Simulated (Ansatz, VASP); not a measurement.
Two plane-wave programs on Ba

```xyz
1
Lattice="-2.6250 2.6250 2.6250 2.6250 -2.6250 2.6250 2.6250 2.6250 -2.6250" Properties=species:S:1:pos:R:3 pbc="T T T"
Ba    0.0000    0.0000    0.0000
```

Change from the starting cell: strain +0.050 along x and y, +0.050 along z, atoms carried along.

Alike in both runs: task single point; functional PBEsol; k mesh 14 × 14 × 14; occupations gaussian, width 0.15 eV; no spin polarisation.

```csv
,VASP,Ansatz
version,VASP 6.6.1,Ansatz 0.2.0
potentials or method,"VASP PAW PBE potentials, release 64 (Ba_sv), cutoff 520 eV","scalar-relativistic, plane waves, PAW"
valence electrons in the cell,10,10
```

```tsv
	VASP	Ansatz	Ansatz less VASP
gap on the k mesh at the Fermi level (eV)	none	none	-
pressure (GPa)	-1.4	-1.5	-0.03
```

VASP's potentials were made for PBE, not for PBEsol. A gap of «none» marks a metal or a gap that the smearing closes. With one functional, cell and mesh, what is left measures potentials, basis and numerics.

Neither program's run includes spin-orbit coupling.
